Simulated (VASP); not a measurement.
Input of a VASP 6.6.1 run:

Contents of INCAR:

```
SYSTEM = NaF
PREC = Accurate
ENCUT = 520
EDIFF = 1E-6
ISMEAR = 0
SIGMA = 0.02
LREAL = .FALSE.
LASPH = .TRUE.
NELM = 60
ALGO = Normal
ISIF = 2
LWAVE = .FALSE.
LCHARG = .TRUE.
GGA = PE
LELF = .TRUE.
LVHAR = .TRUE.
NBANDS = 22
```

Contents of KPOINTS:

```
regular mesh
0
G
  12 12 4
  0 0 0
```

POSCAR

```
NaF
1.0
    3.2548848956      0.0000000000      0.0000000000
   -1.6274424478      2.8188130060      0.0000000000
    0.0000000000      0.0000000000      5.6957475434
Na F
2 2
Direct
    0.0000000000      0.0000000000      0.0000000000
    0.0000000000      0.0000000000      0.5000000000
    0.3333333333      0.6666666667      0.2500000000
    0.6666666667      0.3333333333      0.7500000000
```

Potentials or basis: VASP PAW PBE potentials, release 64 (Na_pv, F).

Launch:

```bash
$ cat potpaw_PBE.64/Na_pv/POTCAR potpaw_PBE.64/F/POTCAR > POTCAR
$ mpirun -np 1 vasp_std > vasp.out
```

Q: What does it give for the band gap on the k mesh?

A: 5.97 eV.

Q: What does it give for the pressure?

A: -0.2 GPa.

Caveat: the cell differs from its parent crystal (atoms taken out). A k mesh can miss the band edges.
